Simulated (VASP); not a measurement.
# LiCl (Fm-3m) in VASP: a series of runs

LiCl is run at these levels: r2SCAN0, HF; tasks: single point.

Program: VASP 6.6.1. These are calculated values, not measurements. Logs are shortened: lines on timing, memory, paths and dates and some standing lists are left out, and cuts for length are marked.

## 1. The cell of the first run

It takes space group Fm-3m (No. 225, cubic). The conventional cell has a = 5.130 Å, b = 5.130 Å, c = 5.130 Å, α = 90.00°, β = 90.00°, γ = 90.00°. Cl (site symmetry m-3m) has 6 Li at 2.56 Å within 3.4 Å. Li (site symmetry m-3m) has 6 Cl at 2.56 Å within 3.4 Å.

## 2. Single point, r2SCAN0

POSCAR

```
LiCl
1.0
    0.0000000000      2.5647700000      2.5647700000
    2.5647700000      0.0000000000      2.5647700000
    2.5647700000      2.5647700000      0.0000000000
Cl Li
1 1
Direct
    0.5000000000      0.5000000000      0.5000000000
    0.0000000000      0.0000000000      0.0000000000
```

INCAR.step1

```
SYSTEM = LiCl
ALGO     = Normal         ! electronic algorithm
EDIFF    = 1E-5           ! SCF threshold, eV
ENCUT    = 520            ! plane-wave cutoff, eV
GGA      = PE             ! functional
ISIF     = 2              ! what is computed and relaxed
ISMEAR   = -1             ! smearing method
LASPH    = .TRUE.         ! aspherical terms in the spheres
LCHARG   = .FALSE.        ! write CHGCAR
LREAL    = .FALSE.        ! projectors in reciprocal space
LWAVE    = .TRUE.         ! write WAVECAR
NBANDS   = 12             ! bands
NELM     = 60             ! most SCF steps
PREC     = Accurate       ! precision mode
SIGMA    = 0.05           ! smearing width, eV
```

INCAR.step2

```
SYSTEM = LiCl
AEXX     = 0.25           ! exact-exchange fraction
ALGO     = Normal         ! electronic algorithm
EDIFF    = 1E-6           ! SCF threshold, eV
ENCUT    = 520            ! plane-wave cutoff, eV
ISIF     = 2              ! what is computed and relaxed
ISMEAR   = -1             ! smearing method
ISTART   = 1            
LASPH    = .TRUE.         ! aspherical terms in the spheres
LCHARG   = .FALSE.        ! write CHGCAR
LHFCALC  = .TRUE.         ! exact exchange
LMIXTAU  = .TRUE.       
LREAL    = .FALSE.        ! projectors in reciprocal space
LWAVE    = .FALSE.        ! write WAVECAR
METAGGA  = R2SCAN         ! meta-GGA
NBANDS   = 12             ! bands
NELM     = 60             ! most SCF steps
PREC     = Accurate       ! precision mode
PRECFOCK = Normal       
SIGMA    = 0.05           ! smearing width, eV
```

KPOINTS

```
k-points
0
G
  5 5 5
  0 0 0
```

Potentials or basis: VASP PAW PBE potentials, release 64 (Cl, Li_sv).

The run is started by

```bash
> cat potpaw_PBE.64/Cl/POTCAR potpaw_PBE.64/Li_sv/POTCAR > POTCAR
> cp INCAR.step1 INCAR
> mpirun -np 1 vasp_std > vasp.out
> cp INCAR.step2 INCAR
> mpirun -np 1 vasp_std > vasp.out
```

OUTCAR:

```text
SYSTEM = LiCl
   AEXX = 0.25
   EDIFF = 1E-6
   ENCUT = 520
   ISIF = 2
   ISMEAR = -1
   ISTART = 1
   LASPH = .TRUE.
   LHFCALC = .TRUE.
   LREAL = .FALSE.
   METAGGA = R2SCAN
   NELM = 60
   PREC = Accurate
   PRECFOCK = Normal

 ion  position               nearest neighbor table
   1  0.500  0.500  0.500-   2 2.56   2 2.56   2 2.56   2 2.56   2 2.56   2 2.56
   2  0.000  0.000  0.000-   1 2.56   1 2.56   1 2.56   1 2.56   1 2.56   1 2.56

  LATTYP: Found a face centered cubic cell.
 ALAT       =     5.1295400000

  Lattice vectors:

 A1 = (   0.0000000000,   2.5647700000,   2.5647700000)
 A2 = (   2.5647700000,   0.0000000000,   2.5647700000)
 A3 = (   2.5647700000,   2.5647700000,   0.0000000000)

Analysis of symmetry for initial positions (statically):
=====================================================================
 Subroutine PRICEL returns:
 Original cell was already a primitive cell.

 Routine SETGRP: Setting up the symmetry group for a
 face centered cubic supercell.

 Subroutine GETGRP returns: Found 48 space group operations
 (whereof 48 operations were pure point group operations)
 out of a pool of 48 trial point group operations.

The static configuration has the point symmetry O_h .

Analysis of symmetry for dynamics (positions and initial velocities):
=====================================================================
 Subroutine PRICEL returns:
 Original cell was already a primitive cell.

 Routine SETGRP: Setting up the symmetry group for a
 face centered cubic supercell.

 Subroutine GETGRP returns: Found 48 space group operations
 (whereof 48 operations were pure point group operations)
 out of a pool of 48 trial point group operations.

The dynamic configuration has the point symmetry O_h .

 Subroutine INISYM returns: Found 48 space group operations
 (whereof 48 operations are pure point group operations),
 and found     1 'primitive' translations

----------------------------------------------------------------------------------------

                                     Primitive cell

  volume of cell :      33.7423

  direct lattice vectors                    reciprocal lattice vectors
     0.000000000  2.564770000  2.564770000    -0.194949255  0.194949255  0.194949255
     2.564770000  0.000000000  2.564770000     0.194949255 -0.194949255  0.194949255
     2.564770000  2.564770000  0.000000000     0.194949255  0.194949255 -0.194949255

  length of vectors
     3.627132518  3.627132518  3.627132518     0.337662014  0.337662014  0.337662014

  position of ions in fractional coordinates (direct lattice)
     0.500000000  0.500000000  0.500000000
     0.000000000  0.000000000  0.000000000

  ion indices of the primitive-cell ions
   primitive index   ion index
                 1           1
                 2           2

----------------------------------------------------------------------------------------

 KPOINTS: k-points

Automatic generation of k-mesh.
 Grid dimensions read from file:
 generate k-points for:    5    5    5

 Generating k-lattice:

  Cartesian coordinates                     Fractional coordinates (reciprocal lattice)
    -0.038989851  0.038989851  0.038989851     0.200000000  0.000000000  0.000000000
     0.038989851 -0.038989851  0.038989851     0.000000000  0.200000000  0.000000000
     0.038989851  0.038989851 -0.038989851     0.000000000  0.000000000  0.200000000

  Length of vectors
     0.067532403  0.067532403  0.067532403

  Shift w.r.t. Gamma in fractional coordinates (k-lattice)
     0.000000000  0.000000000  0.000000000

 Subroutine IBZKPT returns following result:
 ===========================================

 Found     10 irreducible k-points:

 Following reciprocal coordinates:
            Coordinates               Weight
  0.000000  0.000000  0.000000      1.000000
  0.200000  0.000000  0.000000      8.000000
  0.400000  0.000000  0.000000      8.000000
  0.200000  0.200000  0.000000      6.000000
  0.400000  0.200000  0.000000     24.000000
 -0.400000  0.200000  0.000000     24.000000
 -0.200000  0.200000  0.000000     12.000000
  0.400000  0.400000  0.000000      6.000000
 -0.400000  0.400000  0.000000     12.000000
 -0.400000  0.400000  0.200000     24.000000
   k-points           NKPTS =     10   k-points in BZ     NKDIM =    125   number of bands    NBANDS=     12
   number of dos      NEDOS =    301   number of ions     NIONS =      2
   total plane-waves  NPLWV =  21952
   dimension x,y,z NGX =    28 NGY =   28 NGZ =   28
   dimension x,y,z NGXF=    56 NGYF=   56 NGZF=   56
   ions per type =               1   1
   NGX,Y,Z   is equivalent  to a cutoff of  12.83, 12.83, 12.83 a.u.
   NGXF,Y,Z  is equivalent  to a cutoff of  25.67, 25.67, 25.67 a.u.
 SYSTEM =  LiCl
   PREC   = accura    normal or accurate (medium, high low for compatibility)
   ISTART =      1    job   : 0-new  1-cont  2-samecut
   ICHARG =      0    charge: 1-file 2-atom 10-const
   ISPIN  =      1    spin polarized calculation?
   LNONCOLLINEAR =      F non collinear calculations
   LSORBIT =      F    spin-orbit coupling
   LASPH  =      T    aspherical Exc in radial PAW
   ENCUT  =  520.0 eV  38.22 Ry    6.18 a.u.   6.74  6.74  6.74*2*pi/ulx,y,z
   NELM   =     60;   NELMIN=  2; NELMDL=  0     # of ELM steps
   EDIFF  = 0.1E-05   stopping-criterion for ELM
   LREAL  =      F    real-space projection
   EDIFFG = 0.1E-04   stopping-criterion for IOM
   NSW    =      0    number of steps for IOM
   IBRION =     -1    ionic relax: 0-MD 1-quasi-New 2-CG
   NFREE  =      0    steps in history (QN), initial steepest desc. (CG)
   ISIF   =      2    stress and relaxation
   ISYM   =      3    0-nonsym 1-usesym 2-fastsym
   POTIM  = 0.5000    time-step for ionic-motion
   TEBEG  =    0.0;   TEEND  =   0.0 temperature during run
   PSTRESS=    0.0 pullay stress
   NELECT =      10.0000    total number of electrons
   NUPDOWN=      -1.0000    fix difference up-down
   EMIN   =  10.00;   EMAX   =-10.00  energy-range for DOS
   EFERMI =   0.00;   METHOD = LEGACY
   ISMEAR =    -1;   SIGMA  =   0.05  broadening in eV -4-tet -1-fermi 0-gaus
   EFERMI_NEDOS =   21; number of points for ismear=-14 and -15
   IALGO  =     38    algorithm
   IMIX   =      1    mixing-type and parameters
     AMIX     =   0.40;   BMIX     =  1.00
     AMIX_MAG =   1.60;   BMIX_MAG =  1.00
  volume/ion in A,a.u.               =      16.87       113.85
  Fermi-wavevector in a.u.,A,eV,Ry     =   1.091482  2.062601 16.209056  1.191332
  Thomas-Fermi vector in A             =   2.227728
   LORBIT       =      0    0 simple, 1 ext, 2 COOP (PROOUT), +10 PAW based schemes
   METAGGA = R2SCAN    functional components
   LHFCALC =     T    Hartree Fock is set to
   PRECFOCK=normal    Normal, Fast or Accurate (Low or Medium for compatibility)
   ENCUT4O =  -1.0   cutoff for four orbital integrals eV
   NKREDX  =     1    reduce k-point grid by
   NKREDY  =     1    reduce k-point grid by
   NKREDZ  =     1    reduce k-point grid by
   AEXX    =    0.2500 exact exchange contribution
   HFSCREEN=    0.0000 screening length (either q_TF or 0.3 A-1)
   HFSCREENC=   0.0000 screening length for correlation (either q_TF or 0.3 A-1)
   ENCUTFOCK=  -1.0 apply spherical cutoff to Coloumb kernel
   IVDW    =     0    specifies the selected vdW correction
   LEPSILON=     F    determine dielectric tensor
   LRPA    =     F    only Hartree local field effects (RPA)
 non-spin polarized calculation
  energy-cutoff  :      520.00
  volume of cell :       33.74
 maximum number of plane-waves:       922
  NGX = 24; NGY = 24; NGZ = 24

 number of electron      10.0000005 magnetization

 Free energy of the ion-electron system (eV)
  ---------------------------------------------------
  ext. energy  EPLUGINS =         0.00000000
  ---------------------------------------------------
  free energy    TOTEN  =       -12.84948683 eV

  energy without entropy =      -12.84948683  energy(sigma->0) =      -12.84948683

 E-fermi :   0.0791     XC(G=0):  -7.1799

 val. band max:       -1.0225545878   @ k =   0.0000   0.0000   0.0000
 cond. band min:       8.0150110930   @ k =   0.0000   0.0000   0.0000
 fundamental gap:      9.0375656808
 Fermi energy:         0.0790737042

 k-point     1 :       0.0000    0.0000    0.0000
  band No.  band energies     occupation
      1     -48.2841      2.00000
      2     -16.0854      2.00000
      3      -1.0226      2.00000
      4      -1.0226      2.00000
      5      -1.0226      2.00000
      6       8.0150      0.00000
      7      13.6531      0.00000
      8      13.6531      0.00000
      9      13.6531      0.00000
     10      16.5780      0.00000
     11      16.5781      0.00000
     12      16.8759      0.00000

 k-point     2 :       0.2000    0.0000    0.0000
  band No.  band energies     occupation
      1     -48.2832      2.00000
      2     -15.8820      2.00000
      3      -2.2616      2.00000
      4      -1.1315      2.00000
      5      -1.1315      2.00000
      6       8.8476      0.00000
      7      12.5967      0.00000
      8      13.0274      0.00000
      9      13.0277      0.00000
     10      15.3241      0.00000
     11      15.3241      0.00000
     12      17.5733      0.00000

 k-point     3 :       0.4000    0.0000    0.0000
  band No.  band energies     occupation
      1     -48.2816      2.00000
      2     -15.5172      2.00000
      3      -3.8740      2.00000
      4      -1.2934      2.00000
      5      -1.2934      2.00000
      6       8.4561      0.00000
      7      11.4804      0.00000
      8      11.4807      0.00000
      9      14.5489      0.00000
     10      18.2030      0.00000
     11      18.2030      0.00000
     12      18.5503      0.00000
[... 76 lines left out ...]
 k-point     9 :      -0.4000    0.4000    0.0000
  band No.  band energies     occupation
      1     -48.2802      2.00000
      2     -15.1942      2.00000
      3      -3.8997      2.00000
      4      -2.7715      2.00000
      5      -2.0386      2.00000
      6       9.6868      0.00000
      7      11.0878      0.00000
      8      13.7638      0.00000
      9      14.3674      0.00000
     10      16.1705      0.00000
     11      19.6580      0.00000
     12      21.2473      0.00000

 k-point    10 :      -0.4000    0.4000    0.2000
  band No.  band energies     occupation
      1     -48.2804      2.00000
      2     -15.2545      2.00000
      3      -3.5707      2.00000
      4      -2.9090      2.00000
      5      -1.9712      2.00000
      6      11.0345      0.00000
      7      11.4108      0.00000
      8      11.5206      0.00000
      9      13.7593      0.00000
     10      17.0779      0.00000
     11      18.7313      0.00000
     12      21.1593      0.00000

------------------------ aborting loop because EDIFF is reached ----------------------------------------

  FORCE on cell =-STRESS in cart. coord.  units (eV):
  Direction    XX          YY          ZZ          XY          YZ          ZX
  --------------------------------------------------------------------------------------
  -------------------------------------------------------------------------------------
  Total       -0.2244182     -0.2244182     -0.2244182      0.0000000      0.0000000      0.0000000
  in kB      -10.6559803    -10.6559803    -10.6559803      0.0000000      0.0000000      0.0000000
  external PRESSURE =     -10.6559803 kB  Pullay stress =       0.0000000 kB

 VOLUME and BASIS-vectors are now :
 -----------------------------------------------------------------------------
  energy-cutoff  :      520.00
  volume of cell :       33.74
      direct lattice vectors                 reciprocal lattice vectors
     0.000000000  2.564770000  2.564770000    -0.194949255  0.194949255  0.194949255
     2.564770000  0.000000000  2.564770000     0.194949255 -0.194949255  0.194949255
     2.564770000  2.564770000  0.000000000     0.194949255  0.194949255 -0.194949255

 POSITION                                       TOTAL-FORCE (eV/Angst)
 -----------------------------------------------------------------------------------
      2.56477      2.56477      2.56477        -0.000000     -0.000000     -0.000000
      0.00000      0.00000      0.00000         0.000000      0.000000      0.000000
 -----------------------------------------------------------------------------------
    total drift:                                0.000000     -0.000000      0.000000

  FREE ENERGIE OF THE ION-ELECTRON SYSTEM (eV)
  ---------------------------------------------------
  free  energy   TOTEN  =       -12.8494868326 eV

  energy  without entropy=      -12.8494868326  energy(sigma->0) =      -12.84948683
```

Wall time 9.9 min (1 thread of AMD EPYC 7R13 (Zen 3), shared host); peak memory 0.13 GiB.

Results:

```yaml
Free_energy: -12.8495 eV
Band_gap_on_the_k_mesh: 9.04 eV, direct
```

Levels at points of the mesh, in eV from the valence-band top:
```csv
k point,band 1,band 2,band 3,band 4,band 5,band 6,band 7,band 8,band 9,band 10
"(0.00, 0.00, 0.00)",-47.26,-15.06,0.00,0.00,0.00,9.04,14.68,14.68,14.68,17.60
```

Caveat: the k points lie up to 0.42 Å⁻¹ apart; the cutoff is under 1.25 times the usual one of these potentials, so pressure, stress and relaxed cells hold a basis-set (Pulay) error; the PAW data sets were made with another functional, which shifts forces and pressure a little. A k mesh can miss the band edges.

## 3. Single point, HF

POSCAR is that of step 2.

Changes to INCAR.step1 since step 2:

```diff
@@ -12,3 +12,3 @@
 NBANDS   = 12             ! bands
-NELM     = 60             ! most SCF steps
+NELM     = 100            ! most SCF steps
 PREC     = Accurate       ! precision mode
```

INCAR.step2

```
SYSTEM = LiCl
AEXX     = 1.0            ! exact-exchange fraction
AGGAC    = 0.0          
ALDAC    = 0.0          
ALGO     = Normal         ! electronic algorithm
EDIFF    = 1E-6           ! SCF threshold, eV
ENCUT    = 520            ! plane-wave cutoff, eV
GGA      = PE             ! functional
ISIF     = 2              ! what is computed and relaxed
ISMEAR   = -1             ! smearing method
ISTART   = 1            
LASPH    = .TRUE.         ! aspherical terms in the spheres
LCHARG   = .FALSE.        ! write CHGCAR
LHFCALC  = .TRUE.         ! exact exchange
LREAL    = .FALSE.        ! projectors in reciprocal space
LWAVE    = .FALSE.        ! write WAVECAR
NBANDS   = 12             ! bands
NELM     = 100            ! most SCF steps
PREC     = Accurate       ! precision mode
PRECFOCK = Normal       
SIGMA    = 0.05           ! smearing width, eV
```

KPOINTS is that of step 2.

Potentials or basis: VASP PAW PBE potentials, release 64 (Cl, Li_sv).

The run is started by

```bash
> cat potpaw_PBE.64/Cl/POTCAR potpaw_PBE.64/Li_sv/POTCAR > POTCAR
> cp INCAR.step1 INCAR
> mpirun -np 1 vasp_std > vasp.out
> cp INCAR.step2 INCAR
> mpirun -np 1 vasp_std > vasp.out
```

It took 6.3 min on 1 thread of AMD EPYC 7R13 (Zen 3), shared host; peak memory 0.13 GiB.

Results (log left out):

```yaml
Free_energy: -12.7872 eV
Band_gap_on_the_k_mesh: 15.24 eV, direct
```

Levels at points of the mesh, in eV from the valence-band top:
```csv
k point,band 3,band 4,band 5,band 6,band 7,band 8
"(0.00, 0.00, 0.00)",0.00,0.00,0.00,15.24,21.26,21.26
```

Caveat: the k points lie up to 0.42 Å⁻¹ apart; the cutoff is under 1.25 times the usual one of these potentials, so pressure, stress and relaxed cells hold a basis-set (Pulay) error; the PAW data sets were made with another functional, which shifts forces and pressure a little. A k mesh can miss the band edges.
